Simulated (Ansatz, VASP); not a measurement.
## Two plane-wave programs on Ti3Al

The input INCAR:

```
PREC = Accurate
ENCUT = 520
EDIFF = 1E-6
ISMEAR = 0
SIGMA = 0.15
LREAL = False
LASPH = True
NELM = 100
ALGO = Fast
ISIF = 2
LWAVE = False
LCHARG = False
GGA = PS
NBANDS = 28
```

File KPOINTS:

```
Automatic mesh
0
Gamma
  18 18 6
```

POSCAR

```
Ti3Al
1.0
    2.9921797656      0.0000000000      0.0000000000
   -1.4960898828      2.5913036897      0.0000000000
    0.0000000000      0.0000000000      7.8724249632
Ti Al
3 1
Direct
    0.6666666667      0.3333333333      0.0000000000
    0.3333333333      0.6666666667      0.7511732072
    0.3333333333      0.6666666667      0.2488267928
    0.6666666667      0.3333333333      0.5000000000
```

Input for Ansatz:

```yaml
crystal:
  lattice:
    - [2.9921797656, 0.0, 0.0]
    - [-1.4960898828, 2.5913036897, 0.0]
    - [0.0, 0.0, 7.8724249632]
  atoms:
    - { symbol: Ti, position: [0.6666666667, 0.3333333333, 0.0] }
    - { symbol: Ti, position: [0.3333333333, 0.6666666667, 0.7511732072] }
    - { symbol: Ti, position: [0.3333333333, 0.6666666667, 0.2488267928] }
    - { symbol: Al, position: [0.6666666667, 0.3333333333, 0.5] }
basis:
  ecutwfc: 520.0
kpoints:
  mp_grid: { grid: [18, 18, 6] }
hamiltonian:
  xc: pbesol
  pseudopotentials: { kind: paw, azcp: { folder: soft_1 } }
scf:
  occupations: { method: gaussian, width: 0.15 }
output:
  forces: true
  stress: true
  eigenvalues: true
```

Alike in both runs: task single point; functional PBEsol; k mesh 18 × 18 × 6; occupations gaussian, width 0.15 eV; no spin polarisation.

|  | VASP | Ansatz |
| --- | --- | --- |
| version | VASP 6.6.1 | Ansatz 0.2.0 |
| potentials or method | VASP PAW PBE potentials, release 64 (Ti_sv, Al), cutoff 520 eV | scalar-relativistic, plane waves, PAW |
| valence electrons in the cell | 39 | 39 |

Ansatz gave:

| Quantity | Value |
| --- | --- |
| gap on the k mesh at the Fermi level (eV) | none |
| pressure (GPa) | 14.1 |
| traceless stress, the component that is largest in VASP (GPa) | 17.70 |
| rms of the force components (eV/Å) | 0.020 |

Task: Estimate VASP's values.

Result: gap on the k mesh at the Fermi level (eV): none; pressure (GPa): 13.9; traceless stress, the component that is largest in VASP (GPa): 17.71; rms of the force components (eV/Å): 0.027.

VASP's potentials were made for PBE, not for PBEsol, and Ansatz warns of the same on its side. Atom by atom the forces differ by 0.007 eV/Å (rms over components). A gap of «none» marks a metal or a gap that the smearing closes.
